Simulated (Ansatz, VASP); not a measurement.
## TiIn5 in VASP and in Ansatz

```
Ti In
1.0
     6.01379    0.00000    0.00000
    -3.00690    5.20810    0.00000
     0.00000    0.00000    5.52673
Ti In
1 5
Cartesian
  0.0000 0.0000 2.7634
  3.0069 1.7360 2.7634
  1.9037 0.0000 0.0000
  2.0550 3.5594 0.0000
  -0.9519 1.6487 0.0000
  0.0000 3.4721 2.7634
```

Change from the starting cell: species swapped into the Mg5Cu type (P-62m, No. 189).

Alike in both runs: task single point; functional PBE; k mesh 3 × 3 × 4; occupations gaussian, width 0.1 eV; no spin polarisation.

|  | VASP | Ansatz |
| --- | --- | --- |
| version | VASP 6.6.1 | Ansatz 0.2.0 |
| potentials or method | VASP PAW PBE potentials, release 64 (Ti_sv, In_d), cutoff 520 eV | scalar-relativistic, plane waves, PAW |
| valence electrons in the cell | 77 | 77 |

|  | VASP | Ansatz | Ansatz less VASP |
| --- | --- | --- | --- |
| gap on the k mesh at the Fermi level (eV) | none | none | - |
| pressure (GPa) | -5.8 | -5.8 | +0.01 |
| traceless stress, the component that is largest in VASP (GPa) | -0.22 | -0.23 | -0.002 |
| rms of the force components (eV/Å) | 0.124 | 0.124 | +0.0005 |

Atom by atom the forces differ by 0.000 eV/Å (rms over components). A gap of «none» marks a metal or a gap that the smearing closes. With one functional, cell and mesh, what is left measures potentials, basis and numerics.

The k mesh is coarse, so the values compare programs but aren't converged.
